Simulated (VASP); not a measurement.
# Sn: single point with PBE

Sn:

```
Sn
1.0
     2.51115    0.00000    0.00000
    -1.25557    2.17472    0.00000
     0.00000    0.00000    4.06161
Sn
2
Direct
  0.33333 0.66667 0.25000
  0.66667 0.33333 0.75000
```

This isn't the form of Sn at room conditions, which is tetragonal (white tin).

```yaml
Program: VASP 6.6.1
Task: single point
Functional: PBE
Potentials_or_basis: VASP PAW PBE potentials, release 64 (Sn_d)
Cutoff: 520 eV
k_mesh: 13 × 13 × 7
Occupations: fermi-dirac, width 0.05 eV
Spin: no spin polarisation
```

```yaml
Pressure: 394.0 GPa
Band_gap_on_the_k_mesh: zero (bands 14 and 15 overlap by 12.19 eV)
```

Levels at points of the mesh, in eV from the Fermi level:
```csv
k point,band 10,band 11,band 12,band 13,band 14,band 15,band 16,band 17,band 18,band 19
"(0.00, 0.00, 0.00)",-23.39,-22.20,-12.32,-8.75,8.05,10.46,10.52,11.24,11.24,14.19
```

It took 24 s on 1 thread of Intel(R) Xeon(R) Platinum 8488C (Sapphire Rapids), on a shared host, peak memory 0.15 GiB.

Caveat: the cell stands under pressure; spin-orbit coupling is left out, which moves the levels of the heavy elements.
